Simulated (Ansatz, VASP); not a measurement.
**LaTaTl3: VASP beside Ansatz**

```xyz
5
Lattice="3.4722 2.0047 3.8587 -3.4722 2.0047 3.8587 0.0000 -4.0093 3.8587" Properties=species:S:1:pos:R:3 pbc="T T T"
La    0.0000    0.0000    0.0000
Ta    0.0000    0.0000    5.7880
Tl    0.0000   -2.0047    1.9293
Tl    1.7361    1.0023    1.9293
Tl   -1.7361    1.0023    1.9293
```

Alike in both runs: task single point; functional PBE; k mesh 3 × 3 × 3; occupations gaussian, width 0.1 eV; no spin polarisation.

|  | VASP | Ansatz |
| --- | --- | --- |
| version | VASP 6.6.1 | Ansatz 0.2.0 |
| potentials or method | VASP PAW PBE potentials, release 64 (La, Ta_pv, Tl_d), cutoff 520 eV | scalar-relativistic, plane waves, PAW |
| valence electrons in the cell | 61 | 63 |

Ansatz gave:

| Property | Result |
| --- | --- |
| gap on the k mesh at the Fermi level (eV) | none |
| pressure (GPa) | 8.4 |
| traceless stress, the component that is largest in VASP (GPa) | 9.87 |

**Question.** Which values does VASP return?

**Answer.** gap on the k mesh at the Fermi level (eV): none; pressure (GPa): 8.3; traceless stress, the component that is largest in VASP (GPa): 9.86.

A gap of «none» marks a metal or a gap that the smearing closes. With one functional, cell and mesh, what is left measures potentials, basis and numerics. VASP's potentials hold 61 valence electrons a cell and Ansatz's 63, so a difference there can come from the potentials and not from the codes.

The k mesh is coarse, so the values compare programs but aren't converged. Spin-orbit coupling is off throughout.
